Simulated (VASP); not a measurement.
# AlN (P6_3/mmc) in VASP: notebook, part 2 of 2

VASP 6.6.1.

**4. Single point, PBE**

This run uses another cell than the first one, of 12.29 Å³/atom, 1.028 times its volume.

INCAR reads:

```
SYSTEM = AlN
PREC = Accurate ; ENCUT = 520
EDIFF = 1E-6 ; ISMEAR = 0
SIGMA = 0.05 ; LREAL = .FALSE.
LASPH = .TRUE. ; NELM = 100
ALGO = Normal ; ISIF = 2
LWAVE = .FALSE. ; LCHARG = .FALSE.
GGA = PE ; NBANDS = 16
```

KPOINTS reads:

```
regular mesh
0
G
  9 9 6
  0 0 0
```

POSCAR reads:

```
AlN
1.0
    3.4792000000      0.0000000000      0.0000000000
   -1.7396000000      3.0130755848      0.0000000000
    0.0000000000      0.0000000000      4.6901000000
Al N
2 2
Direct
    0.3333333333      0.6666666667      0.7500000000
    0.6666666667      0.3333333333      0.2500000000
    0.3333333333      0.6666666667      0.2500000000
    0.6666666667      0.3333333333      0.7500000000
```

Potentials or basis: VASP PAW PBE potentials, release 64 (Al, N).

Run with:

```bash
$ cat potpaw_PBE.64/Al/POTCAR potpaw_PBE.64/N/POTCAR > POTCAR
$ mpirun -np 1 vasp_std > vasp.out
```

OUTCAR:

```text
SYSTEM = AlN
   PREC = Accurate
   ENCUT = 520
   EDIFF = 1E-6
   ISMEAR = 0
   LREAL = .FALSE.
   LASPH = .TRUE.
   NELM = 100
   ISIF = 2
   GGA = PE

 ion  position               nearest neighbor table
   1  0.333  0.667  0.750-   4 2.01   4 2.01   4 2.01   3 2.35   3 2.35   2 3.09   2 3.09   2 3.09
                             2 3.09   2 3.09   2 3.09
   2  0.667  0.333  0.250-   3 2.01   3 2.01   3 2.01   4 2.35   4 2.35   1 3.09   1 3.09   1 3.09
                             1 3.09   1 3.09   1 3.09
   3  0.333  0.667  0.250-   2 2.01   2 2.01   2 2.01   1 2.35   1 2.35
   4  0.667  0.333  0.750-   1 2.01   1 2.01   1 2.01   2 2.35   2 2.35

  LATTYP: Found a hexagonal cell.
 ALAT       =     3.4792000000
 C/A-ratio  =     1.3480397793

  Lattice vectors:

 A1 = (   3.4792000000,   0.0000000000,   0.0000000000)
 A2 = (  -1.7396000000,   3.0130755848,   0.0000000000)
 A3 = (   0.0000000000,   0.0000000000,   4.6901000000)

Analysis of symmetry for initial positions (statically):
=====================================================================
 Subroutine PRICEL returns:
 Original cell was already a primitive cell.

 Routine SETGRP: Setting up the symmetry group for a
 hexagonal supercell.

[... 171 lines left out ...]
  energy without entropy =      -28.39806650  energy(sigma->0) =      -28.39806650

 E-fermi :   6.2268     XC(G=0): -10.2622

 val. band max:        5.9672397465   @ k =   0.0000   0.0000   0.0000
 cond. band min:       7.4453400605   @ k =   0.0000   0.0000   0.0000
 fundamental gap:      1.4781003139
 Fermi energy:         6.2267730888

 k-point     1 :       0.0000    0.0000    0.0000
  band No.  band energies     occupation
      1      -9.4949      2.00000
      2      -7.1203      2.00000
      3       0.0759      2.00000
      4       3.1989      2.00000
      5       3.1989      2.00000
      6       4.3648      2.00000
[... 433 lines left out ...]
      3       0.4545      2.00000
      4       0.7883      2.00000
      5       0.7883      2.00000
      6       2.9036      2.00000
[... 8 lines left out ...]
     15      15.8217      0.00000
     16      16.5435      0.00000

 [... further k-points ...]
[... 5 lines left out ...]
  --------------------------------------------------------------------------------------
  -------------------------------------------------------------------------------------
  Total       -8.8827333     -8.8827333     -7.0645953      0.0000000     -0.0000000      0.0000000
  in kB     -289.4580840   -289.4580840   -230.2111468      0.0000000     -0.0000000      0.0000000
  external PRESSURE =    -269.7091049 kB  Pullay stress =       0.0000000 kB

 VOLUME and BASIS-vectors are now :
 -----------------------------------------------------------------------------
  energy-cutoff  :      520.00
  volume of cell :       49.17
      direct lattice vectors                 reciprocal lattice vectors
     3.479200000  0.000000000  0.000000000     0.287422396  0.165943398  0.000000000
    -1.739600000  3.013075585  0.000000000     0.000000000  0.331886795  0.000000000
     0.000000000  0.000000000  4.690100000     0.000000000  0.000000000  0.213215070

 POSITION                                       TOTAL-FORCE (eV/Angst)
 -----------------------------------------------------------------------------------
     -0.00000      2.00872      3.51757        -0.000000      0.000000      0.000000
      1.73960      1.00436      1.17253         0.000000     -0.000000      0.000000
     -0.00000      2.00872      1.17253        -0.000000      0.000000      0.000000
      1.73960      1.00436      3.51757        -0.000000     -0.000000      0.000000
 -----------------------------------------------------------------------------------
    total drift:                                0.000000     -0.000000      0.000000

  FREE ENERGIE OF THE ION-ELECTRON SYSTEM (eV)
  ---------------------------------------------------
  free  energy   TOTEN  =       -28.3980664981 eV

  energy  without entropy=      -28.3980664981  energy(sigma->0) =      -28.39806650
```

OSZICAR:

```text
N       E                     dE             d eps       ncg     rms          rms(c)
DAV:   1     0.410574882271E+02    0.41057E+02   -0.70502E+03  1560   0.875E+02
DAV:   2    -0.284991074248E+02   -0.69557E+02   -0.62594E+02  2240   0.174E+02
DAV:   3    -0.323976172427E+02   -0.38985E+01   -0.38794E+01  1824   0.425E+01
DAV:   4    -0.324255562874E+02   -0.27939E-01   -0.27936E-01  1896   0.414E+00
DAV:   5    -0.324259521596E+02   -0.39587E-03   -0.39585E-03  1848   0.495E-01    0.109E+01
DAV:   6    -0.284081507192E+02    0.40178E+01   -0.97754E+00  1936   0.222E+01    0.372E+00
DAV:   7    -0.284198357475E+02   -0.11685E-01   -0.52604E-01  1592   0.529E+00    0.262E+00
DAV:   8    -0.284075293129E+02    0.12306E-01   -0.11292E-01  1600   0.295E+00    0.106E+00
DAV:   9    -0.283974737594E+02    0.10056E-01   -0.17713E-02  1848   0.108E+00    0.338E-01
DAV:  10    -0.283982128190E+02   -0.73906E-03   -0.43126E-03  1712   0.417E-01    0.185E-01
DAV:  11    -0.283980635178E+02    0.14930E-03   -0.26144E-04  1800   0.127E-01    0.535E-02
DAV:  12    -0.283980672669E+02   -0.37491E-05   -0.25078E-05  1608   0.387E-02    0.103E-02
DAV:  13    -0.283980664981E+02    0.76886E-06   -0.82517E-06  1960   0.207E-02
   1 F= -.28398066E+02 E0= -.28398066E+02  d E =-.115492E-15
```

stdout:

```text
POSCAR found type information on POSCAR AlN
 POSCAR found :  2 types and       4 ions
 scaLAPACK will be used
 LDA part: xc-table for (Slater+PW92), standard interpolation
 POSCAR, INCAR and KPOINTS ok, starting setup
 FFT: planning ... GRIDC
 FFT: planning ... GRID_SOFT
 FFT: planning ... GRID
 WAVECAR not read
 entering main loop
```

Wall time 19 s (1 thread of Intel Xeon Platinum 8488C (Sapphire Rapids), shared host); peak memory 0.18 GiB.

What came out:

- Free energy: -28.3981 eV
- Pressure: -27.0 GPa
- Band gap on the k mesh: 1.48 eV, direct

Levels at points of the mesh, in eV from the valence-band top:
```tsv
k point	band 5	band 6	band 7	band 8	band 9	band 10	band 11	band 12
(0.00, 0.00, 0.00)	-2.77	-1.60	-1.60	0.00	1.48	2.86	7.33	7.33
(0.00, 0.00, 0.50)	-2.21	-2.21	-2.21	-2.21	4.05	4.05	7.65	7.65
```

**5. Summary**

| cell | gap on the mesh (eV) | pressure (GPa) |
| --- | --- | --- |
| a = 3.479, b = 3.479, c = 4.564 Å, angles 90.0, 90.0, 120.0°, 4 atoms | 1.75 | -25.5 |
| a = 3.438, b = 3.438, c = 4.690 Å, angles 90.0, 90.0, 120.0°, 4 atoms | 1.63 | -24.4 |
| a = 3.479, b = 3.479, c = 4.690 Å, angles 90.0, 90.0, 120.0°, 4 atoms | 1.48 | -27.0 |

Alike in all rows: task single point; level PBE; potentials or basis VASP PAW PBE potentials, release 64 (Al, N); no spin polarisation; k mesh 9 × 9 × 6; cutoff (eV) 520; smearing gaussian 0.05 eV.

Absolute energies hang on the potentials; compare differences alone.
